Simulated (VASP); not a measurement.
Wanted: the native input for a VASP 6.6.1 run.

* Task: relaxation of cell and atoms
* Functional: PBEsol
* Potentials or basis: VASP PAW PBE potentials, release 64 (Zr_sv, S)
* Cutoff: 600 eV
* k mesh: 10 × 10 × 10
* Occupations: fermi-dirac, width 0.08 eV
* Spin: no spin polarisation
* Dipole correction: no
* Further INCAR settings: ALGO = Normal; EDIFF = 1e-07; IBRION = 2; EDIFFG = -0.002; NSW = 100; ISIF = 3

The structure of ZrS lies in POSCAR:

```
ZrS
1.0
    0.0000000000      2.6250000000      2.6250000000
    2.6250000000      0.0000000000      2.6250000000
    2.6250000000      2.6250000000      0.0000000000
Zr S
1 1
Direct
    0.0000000000      0.0000000000      0.0000000000
    0.5000000000      0.5000000000      0.5000000000
```

The input as run:

INCAR

```
SYSTEM = ZrS
ALGO = Normal
EDIFF = 1E-7
EDIFFG = -0.002
ENCUT = 600
GGA = PS
IBRION = 2
ISIF = 3
ISMEAR = -1
LASPH = .TRUE.
LCHARG = .FALSE.
LREAL = .FALSE.
LWAVE = .FALSE.
NELM = 80
NSW = 100
PREC = Accurate
SIGMA = 0.08
```

KPOINTS

```
k-points
0
G
  10 10 10
  0 0 0
```

Potentials or basis: VASP PAW PBE potentials, release 64 (Zr_sv, S).

Launch:

```bash
$ cat potpaw_PBE.64/Zr_sv/POTCAR potpaw_PBE.64/S/POTCAR > POTCAR
$ mpirun -np 1 vasp_std > vasp.out
```

Results of the run:

```json
{
  "Relaxed volume": "17.27 Å³/atom",
  "Relaxed cell": "a = 3.655 Å, b = 3.655 Å, c = 3.655 Å, α = 60.00°, β = 60.00°, γ = 60.00°",
  "Space group after relaxing (to 0.05 Å)": "Fm-3m (No. 225)",
  "Energy gained by relaxing": "16.5 meV/atom",
  "Ionic steps": "6",
  "Pressure after relaxing": "0.0 GPa"
}
```

Caveat: the PAW data sets were made with another functional, which shifts forces and pressure a little.

It took 58 s on 1 thread of Intel(R) Xeon(R) 6975P-C (Granite Rapids), with other jobs on the host, peak memory 0.19 GiB.
